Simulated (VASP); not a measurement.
Runs of VASP 6.6.1 on WSe2. The structure is that of space group P4/mmm (No. 123), or close to it. The cells are those of the table. 

```csv
task,spin,cell,k mesh,cutoff (eV),gap on the mesh (eV),pressure (GPa),relaxed volume (Å³/atom)
relaxation of cell and atoms,off,"relaxed from a = 3.825, b = 3.825, c = 4.771 Å, 3 atoms",12 × 12 × 10,600,none,0.0,23.33
single point,off,"a = 3.830, b = 3.830, c = 4.769 Å, 3 atoms",12 × 12 × 10,520,none,0.1,-
single point,off,"a = 3.825, b = 3.825, c = 4.771 Å, 3 atoms",4 × 4 × 4,520,none,0.0,-
relaxation of cell and atoms,off,"relaxed from a = 4.206, b = 4.206, c = 4.315 Å, 3 atoms",4 × 4 × 4,600,none,0.1,(a)
single point,"collinear, zero start","a = 4.206, b = 4.206, c = 4.315 Å, 3 atoms",4 × 4 × 4,500,none,11.8,-
single point,off,"a = 4.206, b = 4.206, c = 4.315 Å, 3 atoms",4 × 4 × 4,520,none,11.8,-
```

Alike in all rows: level PBE; potentials or basis VASP PAW PBE potentials, release 64 (W_sv, Se); smearing gaussian 0.1 eV.

**Question.** Estimate the missing entries.

**Answer.** (a) 23.19.

Caveats: some runs use coarse meshes; spin-orbit coupling is left out, which moves the levels of the heavy elements.

A k mesh can miss the band edges, and the runs leave out spin-orbit coupling on Se, W.

A gap of «none» marks levels without a gap at the run's occupations.
